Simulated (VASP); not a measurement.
Input of a VASP 6.6.1 run:

INCAR

```
SYSTEM = Pb
  PREC = Accurate
  ENCUT = 520
  EDIFF = 1E-6
  ISMEAR = -1
  SIGMA = 0.1
  LREAL = .FALSE.
  LASPH = .TRUE.
  NELM = 100
  ALGO = Normal
  ISIF = 2
  LWAVE = .FALSE.
  LCHARG = .TRUE.
  GGA = RE
  LELF = .TRUE.
  LVHAR = .TRUE.
  NBANDS = 13
```

KPOINTS

```
Automatic mesh
0
G
  12 12 12
  0 0 0
```

Contents of POSCAR:

```
Pb
1.0
   -1.9619953979      1.9619953979      1.9619953979
    1.9619953979     -1.9619953979      1.9619953979
    1.9619953979      1.9619953979     -1.9619953979
Pb
1
Direct
    0.0000000000      0.0000000000      0.0000000000
```

Potentials or basis: VASP PAW PBE potentials, release 64 (Pb_d).

The run is started by

```console
$ cat potpaw_PBE.64/Pb_d/POTCAR > POTCAR
$ mpirun -np 1 vasp_std > vasp.out
```

Estimate the band gap on the k mesh.

zero (band 7 reaches 15.12 eV, above the bottom of band 8 at 5.34 eV).

What does it give for the pressure?

3.7 GPa.

Caveat: the PAW data sets were made with another functional, which shifts forces and pressure a little; spin-orbit coupling is left out, which moves the levels of the heavy elements.
